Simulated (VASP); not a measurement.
Here is a VASP 6.6.1 calculation.

The input POSCAR:

```
SnO
1.0
    0.0000000000      2.7082147278      2.7082147278
    2.7082147278      0.0000000000      2.7082147278
    2.7082147278      2.7082147278      0.0000000000
Sn O
1 1
Direct
    0.0000000000      0.0000000000      0.0000000000
    0.2500000000      0.2500000000      0.2500000000
```

INCAR.step1

```
SYSTEM = SnO
PREC = Accurate ; ENCUT = 520
EDIFF = 1E-5 ; ISMEAR = -1
SIGMA = 0.02 ; LREAL = .False.
LASPH = .True. ; NELM = 120
ALGO = Normal ; ISIF = 2
LWAVE = .True. ; LCHARG = .False.
NBANDS = 17 ; GGA = PE
GGA_COMPAT = .False.
```

Contents of INCAR.step2:

```
SYSTEM = SnO
PREC = Accurate ; ENCUT = 520
EDIFF = 1E-6 ; ISMEAR = -1
SIGMA = 0.02 ; LREAL = .False.
LASPH = .True. ; NELM = 120
ALGO = Normal ; ISIF = 2
LWAVE = .False. ; LCHARG = .False.
GGA = PE ; LHFCALC = .True.
AEXX = 0.1 ; HFSCREEN = 0.3
PRECFOCK = Normal ; NBANDS = 17
ISTART = 1 ; GGA_COMPAT = .False.
```

Contents of KPOINTS:

```
Automatic mesh
0
Gamma
  4 4 4
  0 0 0
```

Potentials or basis: VASP PAW PBE potentials, release 64 (Sn_d, O).

The run is started by

```sh
$ cat potpaw_PBE.64/Sn_d/POTCAR potpaw_PBE.64/O/POTCAR > POTCAR
$ cp INCAR.step1 INCAR
$ mpirun -np 1 vasp_std > vasp.out
$ cp INCAR.step2 INCAR
$ mpirun -np 1 vasp_std > vasp.out
```

**Question.** What does it give for the pressure?

**Answer.** 0.8 GPa.

**Question.** What does it give for the band gap on the k mesh?

**Answer.** Zero (bands 10 and 11 overlap by 0.19 eV).

Caveat: the k points lie up to 0.50 Å⁻¹ apart; the PAW data sets were made with another functional, which shifts forces and pressure a little; spin-orbit coupling is left out, which moves the levels of the heavy elements.
